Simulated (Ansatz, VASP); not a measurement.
# Two plane-wave programs on SrCl2

File INCAR:

```
PREC = Accurate ; ENCUT = 520
EDIFF = 1E-6 ; ISMEAR = 0
SIGMA = 0.05 ; LREAL = F
LASPH = T ; NELM = 60
ALGO = Normal ; ISIF = 2
LWAVE = F ; LCHARG = F
GGA = PE ; NBANDS = 19
```

KPOINTS

```
Automatic mesh
0
Gamma
  6 6 6
```

Contents of POSCAR:

```
SrCl2
1.0
    0.0000000000      3.4855000000      3.4855000000
    3.4855000000      0.0000000000      3.4855000000
    3.4855000000      3.4855000000      0.0000000000
Sr Cl
1 2
Direct
    0.0000000000      0.0000000000      0.0000000000
    0.2347846769      0.2652153231      0.2500000000
    0.7347846769      0.7652153231      0.7500000000
```

Input for Ansatz:

```yaml
crystal:
  lattice:
    - [0.0, 3.4855, 3.4855]
    - [3.4855, 0.0, 3.4855]
    - [3.4855, 3.4855, 0.0]
  atoms:
    - { symbol: Sr, position: [0.0, 0.0, 0.0] }
    - { symbol: Cl, position: [0.2347846769, 0.2652153231, 0.25] }
    - { symbol: Cl, position: [0.7347846769, 0.7652153231, 0.75] }
basis:
  ecutwfc: 420
kpoints:
  mp_grid: { grid: [6, 6, 6] }
hamiltonian:
  xc: pbe
scf:
  occupations: { method: gaussian, width: 0.05 }
output:
  forces: true
  stress: true
  eigenvalues: true
```

Change from the starting cell: all Cl atoms moved +0.075 Å, as atom 2 along Cartesian [1 -1 0].

Alike in both runs: task single point; functional PBE; k mesh 6 × 6 × 6; occupations gaussian, width 0.05 eV; no spin polarisation.

|  | VASP | Ansatz |
| --- | --- | --- |
| version | VASP 6.6.1 | Ansatz 0.2.0 |
| potentials or method | VASP PAW PBE potentials, release 64 (Sr_sv, Cl), cutoff 520 eV | scalar-relativistic, plane waves, PAW |
| valence electrons in the cell | 24 | 24 |

```tsv
	VASP	Ansatz	Ansatz less VASP
gap on the k mesh at the Fermi level (eV)	5.34	5.35	+0.005
least direct gap on the mesh (eV)	5.50	5.50	+0.002
pressure (GPa)	1.2	1.1	-0.09
traceless stress, the component that is largest in VASP (GPa)	-0.07	-0.07	+0.001
rms of the force components (eV/Å)	0.086	0.084	-0.0022
```

Atom by atom the forces differ by 0.002 eV/Å (rms over components). The functional is the same, so the differences come from potentials, cutoffs and numerics.
